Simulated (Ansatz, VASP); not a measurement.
# C in VASP and in Ansatz

```
CELL_PARAMETERS angstrom
0.00000 1.78340 1.76557
1.78340 0.00000 1.76557
1.78340 1.78340 0.00000
ATOMIC_POSITIONS crystal
C 0.50000 0.50000 0.50000
C 0.75000 0.75000 0.75000
```

Change from the starting cell: zz strain of -1 %.

Alike in both runs: task single point; functional LDA; k mesh 20 × 20 × 20; occupations fermi-dirac, width 0.08 eV; no spin polarisation.

|  | VASP | Ansatz |
| --- | --- | --- |
| version | VASP 6.6.1 | Ansatz 0.2.0 |
| potentials or method | VASP PAW LDA potentials, release 64 (C), cutoff 520 eV | all-electron LAPW, scalar-relativistic |

VASP gave:

| Item | Value |
| --- | --- |
| gap on the k mesh at the Fermi level (eV) | 3.87 |
| pressure (GPa) | -7.3 |
| traceless stress, the component that is largest in VASP (GPa) | 6.20 |

Task: What did Ansatz give for the same quantities?

Result: gap on the k mesh at the Fermi level (eV): 3.87; pressure (GPa): -8.7; traceless stress, the component that is largest in VASP (GPa): 6.21.

LDA's correlation is that of Perdew and Zunger in VASP and of Perdew and Wang (1992) in Ansatz. Ansatz ran all-electron here, and VASP with PAW potentials.
